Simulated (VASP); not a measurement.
# Pb (Im-3m) in VASP: notebook

The runs below take Pb through single point, with PBE.

All numbers are computed with VASP 6.6.1; they aren't measurements. Logs are shortened: lines on timing, memory, paths and dates and some standing lists are left out, and cuts for length are marked.

### Step 1. The cell of the first run

Symmetry: Im-3m, No. 229, cubic system. Conventional cell: a = 3.019 Å, b = 3.019 Å, c = 3.019 Å, α = 90.00°, β = 90.00°, γ = 90.00°. Pb (site symmetry m-3m) has 14 Pb at 2.61 to 3.02 Å within 3.4 Å.

### Step 2. Single point, PBE (volume scaled by 0.43)

File INCAR:

```
ALGO = Normal
EDIFF = 1E-7
ENCUT = 520
GGA = PE
ISIF = 2
ISMEAR = -1
LASPH = True
LCHARG = False
LREAL = False
LWAVE = False
NBANDS = 13
NELM = 100
PREC = Accurate
SIGMA = 0.1
```

File KPOINTS:

```
k-points
0
Gamma
  15 15 15
```

File POSCAR:

```
Pb
1.0
   -1.5094745035      1.5094745035      1.5094745035
    1.5094745035     -1.5094745035      1.5094745035
    1.5094745035      1.5094745035     -1.5094745035
Pb
1
Direct
    0.0000000000      0.0000000000      0.0000000000
```

Potentials or basis: VASP PAW PBE potentials, release 64 (Pb_d).

On the command line:

```bash
$ cat potpaw_PBE.64/Pb_d/POTCAR > POTCAR
$ mpirun -np 1 vasp_std > vasp.out
```

OUTCAR:

```text
EDIFF = 1E-7
   ENCUT = 520
   GGA = PE
   ISIF = 2
   ISMEAR = -1
   LASPH = True
   LREAL = False
   NELM = 100
   PREC = Accurate

 ion  position               nearest neighbor table
   1  0.000  0.000  0.000-

  LATTYP: Found a body centered cubic cell.
 ALAT       =     3.0189490070

  Lattice vectors:

 A1 = (  -1.5094745035,   1.5094745035,   1.5094745035)
 A2 = (   1.5094745035,  -1.5094745035,   1.5094745035)
 A3 = (   1.5094745035,   1.5094745035,  -1.5094745035)

Analysis of symmetry for initial positions (statically):
=====================================================================
 Subroutine PRICEL returns:
 Original cell was already a primitive cell.

 Routine SETGRP: Setting up the symmetry group for a
 body centered cubic supercell.

 Subroutine GETGRP returns: Found 48 space group operations
 (whereof 48 operations were pure point group operations)
 out of a pool of 48 trial point group operations.

The static configuration has the point symmetry O_h .

Analysis of symmetry for dynamics (positions and initial velocities):
=====================================================================
 Subroutine PRICEL returns:
 Original cell was already a primitive cell.

 Routine SETGRP: Setting up the symmetry group for a
 body centered cubic supercell.

 Subroutine GETGRP returns: Found 48 space group operations
 (whereof 48 operations were pure point group operations)
 out of a pool of 48 trial point group operations.

The dynamic configuration has the point symmetry O_h .

 Subroutine INISYM returns: Found 48 space group operations
 (whereof 48 operations are pure point group operations),
 and found     1 'primitive' translations

----------------------------------------------------------------------------------------

                                     Primitive cell

  volume of cell :      13.7574

  direct lattice vectors                    reciprocal lattice vectors
    -1.509474503  1.509474503  1.509474503     0.000000000  0.331241103  0.331241103
     1.509474503 -1.509474503  1.509474503     0.331241103  0.000000000  0.331241103
     1.509474503  1.509474503 -1.509474503     0.331241103  0.331241103  0.000000000

  length of vectors
     2.614486533  2.614486533  2.614486533     0.468445661  0.468445661  0.468445661

  position of ions in fractional coordinates (direct lattice)
     0.000000000  0.000000000  0.000000000

  ion indices of the primitive-cell ions
   primitive index   ion index
                 1           1

----------------------------------------------------------------------------------------

 KPOINTS: k-points

Automatic generation of k-mesh.
 Grid dimensions read from file:
 generate k-points for:   15   15   15

 Generating k-lattice:

  Cartesian coordinates                     Fractional coordinates (reciprocal lattice)
     0.000000000  0.022082740  0.022082740     0.066666667  0.000000000  0.000000000
     0.022082740  0.000000000  0.022082740     0.000000000  0.066666667  0.000000000
     0.022082740  0.022082740  0.000000000     0.000000000  0.000000000  0.066666667

  Length of vectors
     0.031229711  0.031229711  0.031229711

  Shift w.r.t. Gamma in fractional coordinates (k-lattice)
     0.000000000  0.000000000  0.000000000

 Subroutine IBZKPT returns following result:
 ===========================================

 Found    120 irreducible k-points:

 Following reciprocal coordinates:
            Coordinates               Weight
  0.000000  0.000000  0.000000      1.000000
  0.066667  0.000000  0.000000     12.000000
  0.133333  0.000000  0.000000     12.000000
  0.200000  0.000000  0.000000     12.000000
  0.266667  0.000000  0.000000     12.000000
  0.333333  0.000000  0.000000     12.000000
[... 16 lines left out ...]
  0.333333  0.200000 -0.000000     48.000000
  0.400000  0.200000  0.000000     24.000000
 [... further k-points ...]
   k-points           NKPTS =    120   k-points in BZ     NKDIM =    120   number of bands    NBANDS=     13
   number of dos      NEDOS =    301   number of ions     NIONS =      1
   total plane-waves  NPLWV =   8000
   dimension x,y,z NGX =    20 NGY =   20 NGZ =   20
   dimension x,y,z NGXF=    40 NGYF=   40 NGZF=   40
   ions per type =               1
   NGX,Y,Z   is equivalent  to a cutoff of  12.72, 12.72, 12.72 a.u.
   NGXF,Y,Z  is equivalent  to a cutoff of  25.43, 25.43, 25.43 a.u.
 SYSTEM =  unknown system
   PREC   = accura    normal or accurate (medium, high low for compatibility)
   ISTART =      0    job   : 0-new  1-cont  2-samecut
   ICHARG =      2    charge: 1-file 2-atom 10-const
   ISPIN  =      1    spin polarized calculation?
   LNONCOLLINEAR =      F non collinear calculations
   LSORBIT =      F    spin-orbit coupling
   LASPH  =      T    aspherical Exc in radial PAW
   ENCUT  =  520.0 eV  38.22 Ry    6.18 a.u.   4.86  4.86  4.86*2*pi/ulx,y,z
   NELM   =    100;   NELMIN=  2; NELMDL= -5     # of ELM steps
   EDIFF  = 0.1E-06   stopping-criterion for ELM
   LREAL  =      F    real-space projection
   EDIFFG = 0.1E-05   stopping-criterion for IOM
   NSW    =      0    number of steps for IOM
   IBRION =     -1    ionic relax: 0-MD 1-quasi-New 2-CG
   NFREE  =      0    steps in history (QN), initial steepest desc. (CG)
   ISIF   =      2    stress and relaxation
   ISYM   =      2    0-nonsym 1-usesym 2-fastsym
   POTIM  = 0.5000    time-step for ionic-motion
   TEBEG  =    0.0;   TEEND  =   0.0 temperature during run
   PSTRESS=    0.0 pullay stress
   NELECT =      14.0000    total number of electrons
   NUPDOWN=      -1.0000    fix difference up-down
   EMIN   =  10.00;   EMAX   =-10.00  energy-range for DOS
   EFERMI =   0.00;   METHOD = LEGACY
   ISMEAR =    -1;   SIGMA  =   0.10  broadening in eV -4-tet -1-fermi 0-gaus
   EFERMI_NEDOS =   21; number of points for ismear=-14 and -15
   IALGO  =     38    algorithm
   IMIX   =      4    mixing-type and parameters
     AMIX     =   0.40;   BMIX     =  1.00
     AMIX_MAG =   1.60;   BMIX_MAG =  1.00
  volume/ion in A,a.u.               =      13.76        92.84
  Fermi-wavevector in a.u.,A,eV,Ry     =   1.646664  3.111744 36.892241  2.711503
  Thomas-Fermi vector in A             =   2.736254
   LORBIT       =      0    0 simple, 1 ext, 2 COOP (PROOUT), +10 PAW based schemes
   GGA     = PE    functional components
   LHFCALC =     F    Hartree Fock is set to
   AEXX    =    0.0000 exact exchange contribution
   IVDW    =     0    specifies the selected vdW correction
   LEPSILON=     F    determine dielectric tensor
   LRPA    =     F    only Hartree local field effects (RPA)
 non-spin polarized calculation
  energy-cutoff  :      520.00
  volume of cell :       13.76
 maximum number of plane-waves:       382
   NGX =  9   NGY =  9   NGZ =  9

 number of electron      13.9999997 magnetization

 Free energy of the ion-electron system (eV)
  ---------------------------------------------------
  ext. energy  EPLUGINS =         0.00000000
  ---------------------------------------------------
  free energy    TOTEN  =         2.94415551 eV

  energy without entropy =        2.95231751  energy(sigma->0) =        2.94823651

 E-fermi :  21.3871     XC(G=0): -14.6265

 val. band max:       21.3402983992   @ k =   0.4000   0.2000   0.0000
 cond. band min:      21.4648115605   @ k =  -0.4000   0.4000   0.3333
 fundamental gap:      0.1245131613
 Fermi energy:        21.3870650721

 k-point     1 :       0.0000    0.0000    0.0000
  band No.  band energies     occupation
      1       0.3598      2.00000
      2       0.9365      2.00000
      3       0.9365      2.00000
      4       0.9365      2.00000
      5       2.5793      2.00000
      6       2.5793      2.00000
      7      31.1391      0.00000
      8      31.1391      0.00000
      9      31.1391      0.00000
     10      38.8079      0.00000
     11      38.8079      0.00000
     12      38.8079      0.00000
     13      40.4235      0.00000

 k-point     2 :       0.0667    0.0000    0.0000
  band No.  band energies     occupation
      1       0.5314      2.00000
      2       0.9002      2.00000
      3       0.9668      2.00000
      4       1.0391      2.00000
      5       2.5386      2.00000
      6       2.5806      2.00000
      7      30.9501      0.00000
      8      31.1488      0.00000
      9      31.3208      0.00000
     10      36.9742      0.00000
     11      37.2268      0.00000
     12      37.9861      0.00000
     13      41.1888      0.00000

 k-point     3 :       0.1333    0.0000    0.0000
  band No.  band energies     occupation
      1       0.7145      2.00000
      2       0.7988      2.00000
      3       1.3366      2.00000
      4       1.3684      2.00000
      5       2.4501      2.00000
      6       2.5855      2.00000
      7      29.8451      0.00000
      8      30.9219      0.00000
      9      31.8408      0.00000
     10      34.8361      0.00000
     11      35.9231      0.00000
     12      36.0681      0.00000
     13      41.7981      0.00000
[... 305 lines left out ...]
 k-point    23 :       0.3333    0.2000   -0.0000
  band No.  band energies     occupation
      1       0.1640      2.00000
      2       0.7112      2.00000
      3       2.1368      2.00000
      4       2.4459      2.00000
      5       3.0423      2.00000
      6      10.8725      2.00000
      7      16.1589      2.00000
      8      21.6313      0.16007
      9      27.5356      0.00000
     10      34.6804      0.00000
     11      37.1600      0.00000
     12      40.5315      0.00000
     13      44.4802      0.00000

 k-point    24 :       0.4000    0.2000    0.0000
  band No.  band energies     occupation
      1       0.1376      2.00000
      2       0.6840      2.00000
      3       2.1543      2.00000
      4       2.4810      2.00000
      5       3.1180      2.00000
      6      13.3737      2.00000
      7      13.4496      2.00000
      8      21.3403      1.22966
      9      27.3638      0.00000
     10      34.9980      0.00000
     11      36.8864      0.00000
     12      40.4641      0.00000
     13      44.7072      0.00000

 [... further k-points ...]

------------------------ aborting loop because EDIFF is reached ----------------------------------------

  FORCE on cell =-STRESS in cart. coord.  units (eV):
  Direction    XX          YY          ZZ          XY          YZ          ZX
  --------------------------------------------------------------------------------------
  -------------------------------------------------------------------------------------
  Total       22.5423189     22.5423189     22.5423189      0.0000000      0.0000000      0.0000000
  in kB     2625.2570615   2625.2570615   2625.2570615      0.0000000      0.0000000      0.0000000
  external PRESSURE =    2625.2570615 kB  Pullay stress =       0.0000000 kB

 VOLUME and BASIS-vectors are now :
 -----------------------------------------------------------------------------
  energy-cutoff  :      520.00
  volume of cell :       13.76
      direct lattice vectors                 reciprocal lattice vectors
    -1.509474503  1.509474503  1.509474503     0.000000000  0.331241103  0.331241103
     1.509474503 -1.509474503  1.509474503     0.331241103  0.000000000  0.331241103
     1.509474503  1.509474503 -1.509474503     0.331241103  0.331241103  0.000000000

 POSITION                                       TOTAL-FORCE (eV/Angst)
 -----------------------------------------------------------------------------------
      0.00000      0.00000      0.00000         0.000000     -0.000000     -0.000000
 -----------------------------------------------------------------------------------
    total drift:                                0.000000     -0.000000      0.000000

  FREE ENERGIE OF THE ION-ELECTRON SYSTEM (eV)
  ---------------------------------------------------
  free  energy   TOTEN  =         2.9441555118 eV

  energy  without entropy=        2.9523175066  energy(sigma->0) =        2.94823651
```

It took 12 s on 1 thread of Intel Xeon Platinum 8375C at 2.90GHz (Ice Lake), shared host; peak memory 0.14 GiB.

What came out:

* Free energy: 2.9442 eV
* Pressure: 262.5 GPa
* Band gap on the k mesh: zero (band 7 reaches 31.14 eV, above the bottom of band 8 at 16.50 eV)

Levels at points of the mesh, in eV from the Fermi level:
```
           k point  band 4  band 5  band 6  band 7  band 8  band 9  band 10  band 11
(0.00, 0.00, 0.00)  -20.45  -18.81  -18.81    9.75    9.75    9.75    17.42    17.42
```

Caveat: spin-orbit coupling is left out, which moves the levels of the heavy elements.

### Step 3. Single point, PBE (volume scaled by 0.43)

File INCAR:

```
SYSTEM = Pb
PREC     = Accurate       ! precision mode
ENCUT    = 520            ! plane-wave cutoff, eV
EDIFF    = 1E-6           ! SCF threshold, eV
ISMEAR   = -1             ! smearing method
SIGMA    = 0.1            ! smearing width, eV
LREAL    = .False.        ! projectors in reciprocal space
LASPH    = .True.         ! aspherical terms in the spheres
NELM     = 60             ! most SCF steps
ALGO     = Normal         ! electronic algorithm
ISIF     = 2              ! what is computed and relaxed
LWAVE    = .False.        ! write WAVECAR
LCHARG   = .True.         ! write CHGCAR
GGA      = PE             ! functional
LELF     = .True.         ! ELF
LVHAR    = .True.       
NBANDS   = 13             ! bands
```

File KPOINTS:

```
Automatic mesh
0
Gamma
  15 15 15
  0 0 0
```

POSCAR is that of step 2.

Potentials or basis: VASP PAW PBE potentials, release 64 (Pb_d).

On the command line:

```bash
$ cat potpaw_PBE.64/Pb_d/POTCAR > POTCAR
$ mpirun -np 1 vasp_std > vasp.out
```

OUTCAR:

```text
SYSTEM = Pb
   PREC = Accurate
   ENCUT = 520
   EDIFF = 1E-6
   ISMEAR = -1
   LREAL = .False.
   LASPH = .True.
   NELM = 60
   ISIF = 2
   GGA = PE

 ion  position               nearest neighbor table
   1  0.000  0.000  0.000-

  LATTYP: Found a body centered cubic cell.
 ALAT       =     3.0189490070

  Lattice vectors:

 A1 = (  -1.5094745035,   1.5094745035,   1.5094745035)
 A2 = (   1.5094745035,  -1.5094745035,   1.5094745035)
 A3 = (   1.5094745035,   1.5094745035,  -1.5094745035)

Analysis of symmetry for initial positions (statically):
=====================================================================
 Subroutine PRICEL returns:
 Original cell was already a primitive cell.

 Routine SETGRP: Setting up the symmetry group for a
 body centered cubic supercell.

 Subroutine GETGRP returns: Found 48 space group operations
 (whereof 48 operations were pure point group operations)
 out of a pool of 48 trial point group operations.

The static configuration has the point symmetry O_h .

[... 165 lines left out ...]
  band No.  band energies     occupation
      1       0.3599      2.00000
      2       0.9365      2.00000
      3       0.9365      2.00000
      4       0.9365      2.00000
      5       2.5793      2.00000
      6       2.5793      2.00000
      7      31.1391      0.00000
      8      31.1391      0.00000
      9      31.1391      0.00000
     10      38.8080      0.00000
     11      38.8080      0.00000
     12      38.8080      0.00000
     13      40.4236      0.00000
[... 354 lines left out ...]
  band No.  band energies     occupation
      1       0.1376      2.00000
      2       0.6840      2.00000
      3       2.1543      2.00000
      4       2.4810      2.00000
      5       3.1180      2.00000
      6      13.3738      2.00000
      7      13.4497      2.00000
      8      21.3404      1.22967
      9      27.3638      0.00000
     10      34.9980      0.00000
     11      36.8864      0.00000
     12      40.4642      0.00000
     13      44.7073      0.00000

 [... further k-points ...]

------------------------ aborting loop because EDIFF is reached ----------------------------------------

  FORCE on cell =-STRESS in cart. coord.  units (eV):
  Direction    XX          YY          ZZ          XY          YZ          ZX
  --------------------------------------------------------------------------------------
  -------------------------------------------------------------------------------------
  Total       22.5385378     22.5385378     22.5385378      0.0000000      0.0000000      0.0000000
  in kB     2624.8167206   2624.8167206   2624.8167206      0.0000000      0.0000000      0.0000000
  external PRESSURE =    2624.8167206 kB  Pullay stress =       0.0000000 kB

 VOLUME and BASIS-vectors are now :
 -----------------------------------------------------------------------------
  energy-cutoff  :      520.00
  volume of cell :       13.76
      direct lattice vectors                 reciprocal lattice vectors
    -1.509474503  1.509474503  1.509474503     0.000000000  0.331241103  0.331241103
     1.509474503 -1.509474503  1.509474503     0.331241103  0.000000000  0.331241103
     1.509474503  1.509474503 -1.509474503     0.331241103  0.331241103  0.000000000

 POSITION                                       TOTAL-FORCE (eV/Angst)
 -----------------------------------------------------------------------------------
      0.00000      0.00000      0.00000         0.000000     -0.000000      0.000000
 -----------------------------------------------------------------------------------
    total drift:                                0.000000     -0.000000      0.000000

  FREE ENERGIE OF THE ION-ELECTRON SYSTEM (eV)
  ---------------------------------------------------
  free  energy   TOTEN  =         2.9441552886 eV

  energy  without entropy=        2.9523172632  energy(sigma->0) =        2.94823628
```

OSZICAR:

```text
N       E                     dE             d eps       ncg     rms          rms(c)
DAV:   1     0.107313770885E+03    0.10731E+03   -0.71334E+03  3295   0.163E+03
DAV:   2     0.656610540426E+01   -0.10075E+03   -0.96801E+02  3400   0.342E+02
DAV:   3     0.278711725078E+01   -0.37790E+01   -0.37589E+01  3810   0.713E+01
DAV:   4     0.273003719461E+01   -0.57080E-01   -0.57066E-01  3716   0.808E+00
DAV:   5     0.272834661518E+01   -0.16906E-02   -0.16905E-02  4040   0.135E+00    0.260E+00
DAV:   6     0.286908672826E+01    0.14074E+00   -0.41072E-02  4799   0.544E+00    0.138E+00
DAV:   7     0.294130026961E+01    0.72214E-01   -0.34605E-02  4779   0.437E+00    0.154E-01
DAV:   8     0.294414522115E+01    0.28450E-02   -0.21830E-03  4061   0.866E-01    0.209E-02
DAV:   9     0.294413941849E+01   -0.58027E-05   -0.43460E-05  4156   0.108E-01    0.138E-02
DAV:  10     0.294415513179E+01    0.15713E-04   -0.32458E-06  3978   0.290E-02    0.929E-04
DAV:  11     0.294415528864E+01    0.15685E-06   -0.69113E-08  2235   0.543E-03
   1 F= 0.29441553E+01 E0= 0.29482363E+01  d E =-.816197E-02
```

stdout:

```text
POSCAR found type information on POSCAR Pb
 POSCAR found :  1 types and       1 ions
 scaLAPACK will be used
 LDA part: xc-table for (Slater+PW92), standard interpolation
 POSCAR, INCAR and KPOINTS ok, starting setup
 FFT: planning ... GRIDC
 FFT: planning ... GRID_SOFT
 FFT: planning ... GRID
 WAVECAR not read
 entering main loop
```

It took 11 s on 1 thread of Intel Xeon Platinum 8375C at 2.90GHz (Ice Lake), shared host; peak memory 0.14 GiB.

What came out:

```yaml
Free_energy: 2.9442 eV
Pressure: 262.5 GPa
Band_gap_on_the_k_mesh: zero (band 7 reaches 31.14 eV, above the bottom of band 8 at 16.50 eV)
```

Levels at points of the mesh, in eV from the Fermi level:
```
           k point  band 3  band 4  band 5  band 6  band 7  band 8  band 9  band 10  band 11  band 12
(0.00, 0.00, 0.00)  -20.45  -20.45  -18.81  -18.81    9.75    9.75    9.75    17.42    17.42    17.42
```

Caveat: spin-orbit coupling is left out, which moves the levels of the heavy elements.

[end of part 1 of 2]
